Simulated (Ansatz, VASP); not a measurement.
## ScAl4As in VASP and in Ansatz

```
CELL_PARAMETERS angstrom
4.99337 0.00000 0.00000
0.00000 4.99337 0.00000
0.00000 0.00000 4.48371
ATOMIC_POSITIONS crystal
Sc 0.00000 0.00000 0.50000
Al 0.77733 0.50000 0.50000
Al 0.22267 0.50000 0.50000
Al 0.50000 0.77733 0.50000
Al 0.50000 0.22267 0.50000
As 0.50000 0.50000 0.00000
```

Alike in both runs: task relaxation of cell and atoms; functional PBE; k mesh 4 × 4 × 4; occupations gaussian, width 0.1 eV; no spin polarisation.

```csv
,VASP,Ansatz
version,VASP 6.6.1,Ansatz 0.2.0
potentials or method,"VASP PAW PBE potentials, release 64 (Sc_sv, Al, As), cutoff 600 eV","scalar-relativistic, plane waves, PAW"
valence electrons in the cell,28,38
```

```tsv
	VASP	Ansatz	Ansatz less VASP
gap on the k mesh at the Fermi level, each at its own relaxed structure (eV)	none	none	-
relaxed volume (Å³/atom)	24.60	24.49	-0.112
relaxed cell length with the largest relative difference (Å)	6.147	6.132	-0.0156
```

A gap of «none» marks a metal or a gap that the smearing closes. VASP's potentials hold 28 valence electrons a cell and Ansatz's 38, so a difference there can come from the potentials and not from the codes.

Noted on VASP's run: the volume moved by over 15 % at a fixed basis, so the end points are rough.
